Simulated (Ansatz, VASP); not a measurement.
## KTaO3: VASP beside Ansatz

The input INCAR:

```
SYSTEM = KTaO3
PREC     = Accurate       ! precision mode
ENCUT    = 520            ! plane-wave cutoff, eV
EDIFF    = 1E-6           ! SCF threshold, eV
ISMEAR   = 0              ! smearing method
SIGMA    = 0.05           ! smearing width, eV
LREAL    = .FALSE.        ! projectors in reciprocal space
LASPH    = .TRUE.         ! aspherical terms in the spheres
NELM     = 80             ! most SCF steps
ALGO     = Normal         ! electronic algorithm
ISIF     = 2              ! what is computed and relaxed
LWAVE    = .FALSE.        ! write WAVECAR
LCHARG   = .FALSE.        ! write CHGCAR
GGA      = PE             ! functional
NBANDS   = 27             ! bands
```

KPOINTS

```
Automatic mesh
0
G
  8 8 8
  0 0 0
```

File POSCAR:

```
KTaO3
1.0
    4.1186297142      0.0000000000      0.0000000000
    0.0000000000      4.1186297142      0.0000000000
    0.0000000000      0.0000000000      4.0248506931
K Ta O
1 1 3
Direct
    0.5000000000      0.5000000000      0.5000000000
    0.0000000000      0.0000000000      0.0000000000
    0.5000000000      0.0000000000      0.0000000000
    0.0000000000      0.5000000000      0.0000000000
    0.0000000000      0.0000000000      0.5000000000
```

Input for Ansatz:

```yaml
crystal:
  lattice:
    - [4.1186297142, 0.0, 0.0]
    - [0.0, 4.1186297142, 0.0]
    - [0.0, 0.0, 4.0248506931]
  atoms:
    - { symbol: K, position: [0.5, 0.5, 0.5] }
    - { symbol: Ta, position: [0.0, 0.0, 0.0] }
    - { symbol: O, position: [0.5, 0.0, 0.0] }
    - { symbol: O, position: [0.0, 0.5, 0.0] }
    - { symbol: O, position: [0.0, 0.0, 0.5] }
basis:
  ecutwfc: 520.0
kpoints:
  mp_grid: { grid: [8, 8, 8] }
hamiltonian:
  xc: pbe
scf:
  occupations: { method: gaussian, width: 0.05 }
output:
  forces: true
  stress: true
  eigenvalues: true
```

Change from the starting cell: normal strain along x +0.0233, normal strain along y +0.0233.

Alike in both runs: task single point; functional PBE; k mesh 8 × 8 × 8; occupations gaussian, width 0.05 eV; no spin polarisation.

```csv
,VASP,Ansatz
version,VASP 6.6.1,Ansatz 0.2.0
potentials or method,"VASP PAW PBE potentials, release 64 (K_sv, Ta_pv, O), cutoff 520 eV","scalar-relativistic, plane waves, PAW"
valence electrons in the cell,38,40
```

|  | VASP | Ansatz | Ansatz less VASP |
| --- | --- | --- | --- |
| gap on the k mesh at the Fermi level (eV) | 1.96 | 2.01 | +0.041 |
| least direct gap on the mesh (eV) | 2.61 | 2.65 | +0.036 |
| pressure (GPa) | -7.2 | -7.7 | -0.44 |
| traceless stress, the component that is largest in VASP (GPa) | 4.51 | 4.44 | -0.071 |

VASP's potentials hold 38 valence electrons a cell and Ansatz's 40, so a difference there can come from the potentials and not from the codes.

Spin-orbit coupling is off throughout.
